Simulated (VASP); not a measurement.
Set up this calculation in VASP 6.6.1, as the native input.

```
Task                   : single point
Functional             : PBE
Potentials or basis    : VASP PAW PBE potentials, release 64 (Ga_d, As, Se)
Cutoff                 : 520 eV
k mesh                 : 12 × 12 × 6
Occupations            : gaussian, width 0.1 eV
Spin                   : no spin polarisation
Dipole correction      : no
Further INCAR settings : ALGO = Normal; EDIFF = 1e-07; NBANDS = 26
```

The structure of GaAsSe3 lies in POSCAR:

```
GaAsSe3
1.0
    4.1708975314      0.0000000000      0.0000000000
   -2.0854487657      3.6121032187      0.0000000000
    0.0000000000      0.0000000000      8.2425852974
Ga As Se
1 1 3
Direct
    0.3333333333      0.6666666667      0.5000000000
    0.6666666667      0.3333333333      0.0000000000
    0.0000000000      0.0000000000      0.8143735241
    0.0000000000      0.0000000000      0.1856264759
    0.6666666667      0.3333333333      0.5000000000
```

The input as run:

INCAR

```
PREC     = Accurate       # precision mode
ENCUT    = 520            # plane-wave cutoff, eV
EDIFF    = 1E-7           # SCF threshold, eV
ISMEAR   = 0              # smearing method
SIGMA    = 0.1            # smearing width, eV
LREAL    = False          # projectors in reciprocal space
LASPH    = True           # aspherical terms in the spheres
NELM     = 60             # most SCF steps
ALGO     = Normal         # electronic algorithm
ISIF     = 2              # what is computed and relaxed
LWAVE    = False          # write WAVECAR
LCHARG   = False          # write CHGCAR
GGA      = PE             # functional
NBANDS   = 26             # bands
```

KPOINTS

```
Automatic mesh
0
Gamma
  12 12 6
```

Potentials or basis: VASP PAW PBE potentials, release 64 (Ga_d, As, Se).

The run is started by

```bash
$ cat potpaw_PBE.64/Ga_d/POTCAR potpaw_PBE.64/As/POTCAR potpaw_PBE.64/Se/POTCAR > POTCAR
$ mpirun -np 1 vasp_std > vasp.out
```

It gave:

```
Pressure               : 0.1 GPa
Band gap on the k mesh : zero (band 18 reaches 3.88 eV, above the bottom of band 19 at 2.77 eV)
```

Wall time 2.3 min on 1 thread of Intel(R) Xeon(R) 6975P-C (Granite Rapids), with other jobs on the host, peak memory 0.4 GiB.
